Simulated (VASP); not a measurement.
# CsSnI3 (Pm-3m) in VASP: notebook

CsSnI3 is run at these levels: PBE; tasks: single point.

Program: VASP 6.6.1. These are calculated values, not measurements. Logs are shortened: lines on timing, memory, paths and dates and some standing lists are left out, and cuts for length are marked.

## (1) The cell of the first run

Symmetry: Pm-3m, No. 221, cubic system. Conventional cell: a = 6.164 Å, b = 6.164 Å, c = 6.164 Å, α = 90.00°, β = 90.00°, γ = 90.00°. Cs (site symmetry m-3m) has 12 I at 4.36 Å and 8 Sn at 5.34 Å within 5.7 Å. Sn (site symmetry m-3m) has 6 I at 3.08 Å within 4.1 Å. Within 4.1 Å of I (site symmetry 4/mmm) lie 2 Sn at 3.08 Å.

## (2) Single point, PBE

The input, INCAR:

```
PREC     = Accurate       # precision mode
ENCUT    = 520            # plane-wave cutoff, eV
EDIFF    = 1E-6           # SCF threshold, eV
ISMEAR   = 0              # smearing method
SIGMA    = 0.02           # smearing width, eV
LREAL    = F              # projectors in reciprocal space
LASPH    = T              # aspherical terms in the spheres
NELM     = 100            # most SCF steps
ALGO     = Normal         # electronic algorithm
ISIF     = 2              # what is computed and relaxed
LWAVE    = F              # write WAVECAR
LCHARG   = T              # write CHGCAR
GGA      = PE             # functional
LELF     = T              # ELF
LVHAR    = T            
NBANDS   = 30             # bands
```

The input, KPOINTS:

```
Automatic mesh
0
Gamma
  6 6 6
```

The input, POSCAR:

```
CsSnI3
1.0
    6.1641737031      0.0000000000      0.0000000000
    0.0000000000      6.1641737031      0.0000000000
    0.0000000000      0.0000000000      6.1641737031
Cs Sn I
1 1 3
Direct
    0.0000000000      0.0000000000      0.0000000000
    0.5000000000      0.5000000000      0.5000000000
    0.0000000000      0.5000000000      0.5000000000
    0.5000000000      0.0000000000      0.5000000000
    0.5000000000      0.5000000000      0.0000000000
```

Potentials or basis: VASP PAW PBE potentials, release 64 (Cs_sv, Sn_d, I).

Started as:

```console
cat potpaw_PBE.64/Cs_sv/POTCAR potpaw_PBE.64/Sn_d/POTCAR potpaw_PBE.64/I/POTCAR > POTCAR
mpirun -np 1 vasp_std > vasp.out
```

OUTCAR:

```text
PREC = Accurate
   ENCUT = 520
   EDIFF = 1E-6
   ISMEAR = 0
   LREAL = F
   LASPH = T
   NELM = 100
   ISIF = 2
   GGA = PE

 ion  position               nearest neighbor table
   1  0.000  0.000  0.000-
   2  0.500  0.500  0.500-   3 3.08   4 3.08   5 3.08   5 3.08   4 3.08   3 3.08
   3  0.000  0.500  0.500-   2 3.08   2 3.08
   4  0.500  0.000  0.500-   2 3.08   2 3.08
   5  0.500  0.500  0.000-   2 3.08   2 3.08

  LATTYP: Found a simple cubic cell.
 ALAT       =     6.1641737031

  Lattice vectors:

 A1 = (   6.1641737031,   0.0000000000,   0.0000000000)
 A2 = (   0.0000000000,   6.1641737031,   0.0000000000)
 A3 = (   0.0000000000,   0.0000000000,   6.1641737031)

Analysis of symmetry for initial positions (statically):
=====================================================================
 Subroutine PRICEL returns:
 Original cell was already a primitive cell.

 Routine SETGRP: Setting up the symmetry group for a
 simple cubic supercell.

 Subroutine GETGRP returns: Found 48 space group operations
 (whereof 48 operations were pure point group operations)
 out of a pool of 48 trial point group operations.

The static configuration has the point symmetry O_h .

Analysis of symmetry for dynamics (positions and initial velocities):
=====================================================================
 Subroutine PRICEL returns:
 Original cell was already a primitive cell.

 Routine SETGRP: Setting up the symmetry group for a
 simple cubic supercell.

 Subroutine GETGRP returns: Found 48 space group operations
 (whereof 48 operations were pure point group operations)
 out of a pool of 48 trial point group operations.

The dynamic configuration has the point symmetry O_h .

 Subroutine INISYM returns: Found 48 space group operations
 (whereof 48 operations are pure point group operations),
 and found     1 'primitive' translations

----------------------------------------------------------------------------------------

                                     Primitive cell

  volume of cell :     234.2203

  direct lattice vectors                    reciprocal lattice vectors
     6.164173703  0.000000000  0.000000000     0.162227745  0.000000000  0.000000000
[... 77 lines left out ...]
 SYSTEM =  unknown system
   PREC   = accura    normal or accurate (medium, high low for compatibility)
   ISTART =      0    job   : 0-new  1-cont  2-samecut
   ICHARG =      2    charge: 1-file 2-atom 10-const
   ISPIN  =      1    spin polarized calculation?
   LNONCOLLINEAR =      F non collinear calculations
   LSORBIT =      F    spin-orbit coupling
   LASPH  =      T    aspherical Exc in radial PAW
   ENCUT  =  520.0 eV  38.22 Ry    6.18 a.u.  11.46 11.46 11.46*2*pi/ulx,y,z
   NELM   =    100;   NELMIN=  2; NELMDL= -5     # of ELM steps
   EDIFF  = 0.1E-05   stopping-criterion for ELM
   LREAL  =      F    real-space projection
[... 7 lines left out ...]
   TEBEG  =    0.0;   TEEND  =   0.0 temperature during run
   PSTRESS=    0.0 pullay stress
   NELECT =      44.0000    total number of electrons
   NUPDOWN=      -1.0000    fix difference up-down
   EMIN   =  10.00;   EMAX   =-10.00  energy-range for DOS
   EFERMI =   0.00;   METHOD = LEGACY
   ISMEAR =     0;   SIGMA  =   0.02  broadening in eV -4-tet -1-fermi 0-gaus
   EFERMI_NEDOS =   21; number of points for ismear=-14 and -15
   IALGO  =     38    algorithm
   IMIX   =      4    mixing-type and parameters
     AMIX     =   0.40;   BMIX     =  1.00
     AMIX_MAG =   1.60;   BMIX_MAG =  1.00
  volume/ion in A,a.u.               =      46.84       316.12
  Fermi-wavevector in a.u.,A,eV,Ry     =   0.937600  1.771807 11.960792  0.879093
  Thomas-Fermi vector in A             =   2.064727
   LORBIT       =      0    0 simple, 1 ext, 2 COOP (PROOUT), +10 PAW based schemes
   GGA     = PE    functional components
   LHFCALC =     F    Hartree Fock is set to
   AEXX    =    0.0000 exact exchange contribution
   IVDW    =     0    specifies the selected vdW correction
   LEPSILON=     F    determine dielectric tensor
   LRPA    =     F    only Hartree local field effects (RPA)
 non-spin polarized calculation
 Gauss-broadening in eV      SIGMA  =   0.02
  energy-cutoff  :      520.00
  volume of cell :      234.22
 maximum number of plane-waves:      6382
 NGX is ok and might be reduce to    48
   NGX = 23   NGY = 23   NGZ = 23

 number of electron      43.9999997 magnetization

 Free energy of the ion-electron system (eV)
  ---------------------------------------------------
  ext. energy  EPLUGINS =         0.00000000
  ---------------------------------------------------
  free energy    TOTEN  =       -13.98587772 eV

  energy without entropy =      -13.98587772  energy(sigma->0) =      -13.98587772

 E-fermi :   3.2742     XC(G=0):  -7.6072

 val. band max:        3.1747521002   @ k =   0.5000   0.5000   0.5000
 cond. band min:       3.3909128919   @ k =   0.5000   0.5000   0.5000
 fundamental gap:      0.2161607917
 Fermi energy:         3.2742051780

 k-point     1 :       0.0000    0.0000    0.0000
  band No.  band energies     occupation
      1     -19.2630      2.00000
      2     -19.0344      2.00000
      3     -19.0344      2.00000
      4     -19.0115      2.00000
      5     -19.0115      2.00000
      6     -19.0115      2.00000
[... 649 lines left out ...]
     29       7.0275      0.00000
     30       8.2283      0.00000

------------------------ aborting loop because EDIFF is reached ----------------------------------------

  FORCE on cell =-STRESS in cart. coord.  units (eV):
  Direction    XX          YY          ZZ          XY          YZ          ZX
  --------------------------------------------------------------------------------------
  -------------------------------------------------------------------------------------
  Total        1.5082053      1.5082053      1.5082053      0.0000000     -0.0000000      0.0000000
  in kB       10.3168338     10.3168338     10.3168338      0.0000000     -0.0000000      0.0000000
  external PRESSURE =      10.3168338 kB  Pullay stress =       0.0000000 kB

 VOLUME and BASIS-vectors are now :
 -----------------------------------------------------------------------------
  energy-cutoff  :      520.00
  volume of cell :      234.22
      direct lattice vectors                 reciprocal lattice vectors
     6.164173703  0.000000000  0.000000000     0.162227745  0.000000000  0.000000000
     0.000000000  6.164173703  0.000000000     0.000000000  0.162227745  0.000000000
     0.000000000  0.000000000  6.164173703     0.000000000  0.000000000  0.162227745

 POSITION                                       TOTAL-FORCE (eV/Angst)
 -----------------------------------------------------------------------------------
      0.00000      0.00000      0.00000         0.000000      0.000000      0.000000
      3.08209      3.08209      3.08209         0.000000      0.000000      0.000000
      0.00000      3.08209      3.08209         0.000000      0.000000      0.000000
      3.08209      0.00000      3.08209         0.000000      0.000000      0.000000
      3.08209      3.08209      0.00000         0.000000      0.000000      0.000000
 -----------------------------------------------------------------------------------
    total drift:                                0.000000     -0.000000     -0.000000

  FREE ENERGIE OF THE ION-ELECTRON SYSTEM (eV)
  ---------------------------------------------------
  free  energy   TOTEN  =       -13.9858777191 eV

  energy  without entropy=      -13.9858777191  energy(sigma->0) =      -13.98587772
```

Wall time 90 s (1 thread of AMD EPYC 9R45 (Zen 5), shared host); peak memory 0.37 GiB.

What came out:

```yaml
Free_energy: -13.9859 eV
Pressure: 1.0 GPa
Band_gap_on_the_k_mesh: 0.22 eV
```

Levels at points of the mesh, in eV from the valence-band top:
```tsv
k point	band 18	band 19	band 20	band 21	band 22	band 23	band 24	band 25	band 26	band 27
(0.00, 0.00, 0.00)	-2.51	-2.51	-2.34	-2.34	-2.34	2.05	2.93	2.93	3.27	3.27
(0.50, 0.00, 0.00)	-2.76	-2.68	-2.47	-2.47	-1.66	1.00	3.63	3.79	4.04	4.13
(0.50, 0.50, 0.00)	-2.83	-2.83	-2.68	-1.90	-0.83	0.68	0.68	3.95	4.08	4.24
(0.50, 0.50, 0.50)	-2.68	-1.89	-1.89	-1.89	0.00	0.22	0.22	0.22	2.84	3.85
```

Caveat: semilocal functionals underestimate gaps, and a narrow one can read as zero; spin-orbit coupling is left out, which moves the levels of the heavy elements. A k mesh can miss the band edges.

## (3) Single point, PBE

The input, INCAR:

```
SYSTEM = CsSnI3
PREC = Accurate
ENCUT = 520
EDIFF = 1E-6
ISMEAR = 0
SIGMA = 0.02
LREAL = .False.
LASPH = .True.
NELM = 100
ALGO = Normal
ISIF = 2
LWAVE = .False.
LCHARG = .False.
GGA = PE
NBANDS = 30
```

The input, KPOINTS:

```
Automatic mesh
0
Gamma
  6 6 6
  0 0 0
```

POSCAR is that of step 2.

Potentials or basis: VASP PAW PBE potentials, release 64 (Cs_sv, Sn_d, I).

Started as:

```console
cat potpaw_PBE.64/Cs_sv/POTCAR potpaw_PBE.64/Sn_d/POTCAR potpaw_PBE.64/I/POTCAR > POTCAR
mpirun -np 1 vasp_std > vasp.out
```

OUTCAR:

```text
SYSTEM = CsSnI3
   PREC = Accurate
   ENCUT = 520
   EDIFF = 1E-6
   ISMEAR = 0
   LREAL = .False.
   LASPH = .True.
   NELM = 100
   ISIF = 2
   GGA = PE

 ion  position               nearest neighbor table
   1  0.000  0.000  0.000-
   2  0.500  0.500  0.500-   3 3.08   4 3.08   5 3.08   5 3.08   4 3.08   3 3.08
   3  0.000  0.500  0.500-   2 3.08   2 3.08
   4  0.500  0.000  0.500-   2 3.08   2 3.08
   5  0.500  0.500  0.000-   2 3.08   2 3.08

  LATTYP: Found a simple cubic cell.
 ALAT       =     6.1641737031

  Lattice vectors:

 A1 = (   6.1641737031,   0.0000000000,   0.0000000000)
 A2 = (   0.0000000000,   6.1641737031,   0.0000000000)
 A3 = (   0.0000000000,   0.0000000000,   6.1641737031)

Analysis of symmetry for initial positions (statically):
=====================================================================
 Subroutine PRICEL returns:
 Original cell was already a primitive cell.

 Routine SETGRP: Setting up the symmetry group for a
 simple cubic supercell.

 Subroutine GETGRP returns: Found 48 space group operations
 (whereof 48 operations were pure point group operations)
 out of a pool of 48 trial point group operations.

The static configuration has the point symmetry O_h .

Analysis of symmetry for dynamics (positions and initial velocities):
=====================================================================
 Subroutine PRICEL returns:
 Original cell was already a primitive cell.

 Routine SETGRP: Setting up the symmetry group for a
 simple cubic supercell.

 Subroutine GETGRP returns: Found 48 space group operations
 (whereof 48 operations were pure point group operations)
 out of a pool of 48 trial point group operations.

The dynamic configuration has the point symmetry O_h .

 Subroutine INISYM returns: Found 48 space group operations
 (whereof 48 operations are pure point group operations),
 and found     1 'primitive' translations
[... 114 lines left out ...]
   IMIX   =      4    mixing-type and parameters
     AMIX     =   0.40;   BMIX     =  1.00
     AMIX_MAG =   1.60;   BMIX_MAG =  1.00
  volume/ion in A,a.u.               =      46.84       316.12
  Fermi-wavevector in a.u.,A,eV,Ry     =   0.937600  1.771807 11.960792  0.879093
  Thomas-Fermi vector in A             =   2.064727
   LORBIT       =      0    0 simple, 1 ext, 2 COOP (PROOUT), +10 PAW based schemes
   GGA     = PE    functional components
   LHFCALC =     F    Hartree Fock is set to
   AEXX    =    0.0000 exact exchange contribution
   IVDW    =     0    specifies the selected vdW correction
   LEPSILON=     F    determine dielectric tensor
   LRPA    =     F    only Hartree local field effects (RPA)
 non-spin polarized calculation
 Gauss-broadening in eV      SIGMA  =   0.02
  energy-cutoff  :      520.00
  volume of cell :      234.22
 maximum number of plane-waves:      6382
 NGX is ok and might be reduce to    48
   NGX = 23   NGY = 23   NGZ = 23

 number of electron      43.9999997 magnetization

 Free energy of the ion-electron system (eV)
  ---------------------------------------------------
  ext. energy  EPLUGINS =         0.00000000
  ---------------------------------------------------
  free energy    TOTEN  =       -13.98587772 eV

  energy without entropy =      -13.98587772  energy(sigma->0) =      -13.98587772

 E-fermi :   3.2742     XC(G=0):  -7.6072

 val. band max:        3.1747521002   @ k =   0.5000   0.5000   0.5000
 cond. band min:       3.3909128919   @ k =   0.5000   0.5000   0.5000
 fundamental gap:      0.2161607917
 Fermi energy:         3.2742051780

 k-point     1 :       0.0000    0.0000    0.0000
  band No.  band energies     occupation
      1     -19.2630      2.00000
      2     -19.0344      2.00000
      3     -19.0344      2.00000
      4     -19.0115      2.00000
      5     -19.0115      2.00000
      6     -19.0115      2.00000
[... 649 lines left out ...]
     29       7.0275      0.00000
     30       8.2283      0.00000

------------------------ aborting loop because EDIFF is reached ----------------------------------------

  FORCE on cell =-STRESS in cart. coord.  units (eV):
  Direction    XX          YY          ZZ          XY          YZ          ZX
  --------------------------------------------------------------------------------------
  -------------------------------------------------------------------------------------
  Total        1.5082053      1.5082053      1.5082053      0.0000000     -0.0000000      0.0000000
  in kB       10.3168338     10.3168338     10.3168338      0.0000000     -0.0000000      0.0000000
  external PRESSURE =      10.3168338 kB  Pullay stress =       0.0000000 kB

 VOLUME and BASIS-vectors are now :
 -----------------------------------------------------------------------------
  energy-cutoff  :      520.00
  volume of cell :      234.22
      direct lattice vectors                 reciprocal lattice vectors
     6.164173703  0.000000000  0.000000000     0.162227745  0.000000000  0.000000000
     0.000000000  6.164173703  0.000000000     0.000000000  0.162227745  0.000000000
     0.000000000  0.000000000  6.164173703     0.000000000  0.000000000  0.162227745

 POSITION                                       TOTAL-FORCE (eV/Angst)
 -----------------------------------------------------------------------------------
      0.00000      0.00000      0.00000         0.000000      0.000000      0.000000
      3.08209      3.08209      3.08209         0.000000      0.000000      0.000000
      0.00000      3.08209      3.08209         0.000000      0.000000      0.000000
      3.08209      0.00000      3.08209         0.000000      0.000000      0.000000
      3.08209      3.08209      0.00000         0.000000      0.000000      0.000000
 -----------------------------------------------------------------------------------
    total drift:                                0.000000     -0.000000     -0.000000

  FREE ENERGIE OF THE ION-ELECTRON SYSTEM (eV)
  ---------------------------------------------------
  free  energy   TOTEN  =       -13.9858777191 eV

  energy  without entropy=      -13.9858777191  energy(sigma->0) =      -13.98587772
```

stdout:

```text
POSCAR found type information on POSCAR CsSnI
 POSCAR found :  3 types and       5 ions
 scaLAPACK will be used
 LDA part: xc-table for (Slater+PW92), standard interpolation
 POSCAR, INCAR and KPOINTS ok, starting setup
 FFT: planning ... GRIDC
 FFT: planning ... GRID_SOFT
 FFT: planning ... GRID
 WAVECAR not read
 entering main loop
```

Run time: 1.7 min. Hardware: 1 thread of AMD EPYC 9R45 (Zen 5), shared host; peak memory 0.37 GiB.

What came out:

```
Free energy            : -13.9859 eV
Pressure               : 1.0 GPa
Band gap on the k mesh : 0.22 eV
```

Caveat: semilocal functionals underestimate gaps, and a narrow one can read as zero; spin-orbit coupling is left out, which moves the levels of the heavy elements. A k mesh can miss the band edges.

## (4) Single point, PBE

This run uses another cell than the first one, of 49.61 Å³/atom.

Changes to INCAR since step 3:

```diff
@@ -3,3 +3,3 @@
 ENCUT = 520
-EDIFF = 1E-6
+EDIFF = 1E-7
 ISMEAR = 0
```

The input, KPOINTS:

```
regular mesh
0
Gamma
  6 6 6
  0 0 0
```

Changes to POSCAR since step 3:

```diff
@@ -2,5 +2,5 @@
 1.0
-    6.1641737031      0.0000000000      0.0000000000
-    0.0000000000      6.1641737031      0.0000000000
-    0.0000000000      0.0000000000      6.1641737031
+    6.2831701600      0.0000000000      0.0000000000
+    0.0000000000      6.2831701600      0.0000000000
+    0.0000000000      0.0000000000      6.2831701600
 Cs Sn I
```

Started as:

```console
cat potpaw_PBE.64/Cs_sv/POTCAR potpaw_PBE.64/Sn_d/POTCAR potpaw_PBE.64/I/POTCAR > POTCAR
mpirun -np 1 vasp_std > vasp.out
```

Run time: 2 min. Hardware: 1 thread of AMD EPYC 9R45 (Zen 5), shared host; peak memory 0.38 GiB.

Results (log left out):

```yaml
Free_energy: -14.0299 eV
Pressure: 0.0 GPa
Band_gap_on_the_k_mesh: 0.47 eV
```

Levels at points of the mesh, in eV from the valence-band top:
```tsv
k point	band 19	band 20	band 21	band 22	band 23	band 24	band 25	band 26
(0.00, 0.00, 0.00)	-2.12	-1.98	-1.98	-1.98	2.34	3.33	3.33	3.67
(0.50, 0.00, 0.00)	-2.27	-2.09	-2.09	-1.46	1.21	3.82	4.06	4.30
(0.50, 0.50, 0.00)	-2.40	-2.33	-1.58	-0.72	0.90	0.90	3.98	4.34
(0.50, 0.50, 0.50)	-1.56	-1.56	-1.56	0.00	0.47	0.47	0.47	3.17
```

Caveat: semilocal functionals underestimate gaps, and a narrow one can read as zero; spin-orbit coupling is left out, which moves the levels of the heavy elements. A k mesh can miss the band edges.

## (5) Single point, PBE

This run uses another cell than the first one, of 53.38 Å³/atom.

The input, INCAR:

```
  PREC = Accurate
  ENCUT = 520
  EDIFF = 1E-6
  ISMEAR = 0
  SIGMA = 0.02
  LREAL = False
  LASPH = True
  NELM = 100
  ALGO = Normal
  ISIF = 2
  LWAVE = False
  LCHARG = False
  GGA = PE
  NBANDS = 30
```

The input, KPOINTS:

```
Automatic mesh
0
Gamma
  6 6 6
```

Changes to POSCAR since step 4:

```diff
@@ -2,5 +2,5 @@
 1.0
-    6.2831701600      0.0000000000      0.0000000000
-    0.0000000000      6.2831701600      0.0000000000
-    0.0000000000      0.0000000000      6.2831701600
+    6.4386433941      0.0000000000      0.0000000000
+    0.0000000000      6.4386433941      0.0000000000
+    0.0000000000      0.0000000000      6.4386433941
 Cs Sn I
```

Started as:

```console
cat potpaw_PBE.64/Cs_sv/POTCAR potpaw_PBE.64/Sn_d/POTCAR potpaw_PBE.64/I/POTCAR > POTCAR
mpirun -np 1 vasp_std > vasp.out
```

Wall time 1.7 min (1 thread of AMD EPYC 9R45 (Zen 5), shared host); peak memory 0.39 GiB.

It converged, with:

```yaml
Free_energy: -13.9724 eV
Pressure: -0.9 GPa
Band_gap_on_the_k_mesh: 0.75 eV
```

Levels at points of the mesh, in eV from the valence-band top:
```csv
k point,band 20,band 21,band 22,band 23,band 24,band 25
"(0.00, 0.00, 0.00)",-1.56,-1.56,-1.56,2.66,3.78,3.78
"(0.50, 0.00, 0.00)",-1.64,-1.64,-1.21,1.42,4.03,4.24
"(0.50, 0.50, 0.00)",-1.91,-1.19,-0.60,1.13,1.13,3.98
"(0.50, 0.50, 0.50)",-1.18,-1.18,0.00,0.75,0.75,0.75
```

Caveat: semilocal functionals underestimate gaps, and a narrow one can read as zero; spin-orbit coupling is left out, which moves the levels of the heavy elements. A k mesh can miss the band edges.

## (6) Overview

| cell | gap on the mesh (eV) | pressure (GPa) |
| --- | --- | --- |
| a = 6.164 Å, 5 atoms | 0.22 | 1.0 |
| a = 6.283 Å, 5 atoms | 0.47 | 0.0 |
| a = 6.439 Å, 5 atoms | 0.75 | -0.9 |

Alike in all rows: task single point; level PBE; potentials or basis VASP PAW PBE potentials, release 64 (Cs_sv, Sn_d, I); no spin polarisation; k mesh 6 × 6 × 6; cutoff (eV) 520; smearing gaussian 0.02 eV.

Caveats: semilocal functionals underestimate gaps, and a narrow one can read as zero; spin-orbit coupling is left out, which moves the levels of the heavy elements.

Total energies depend on the potentials used, so only differences within one code and one set of settings carry meaning.
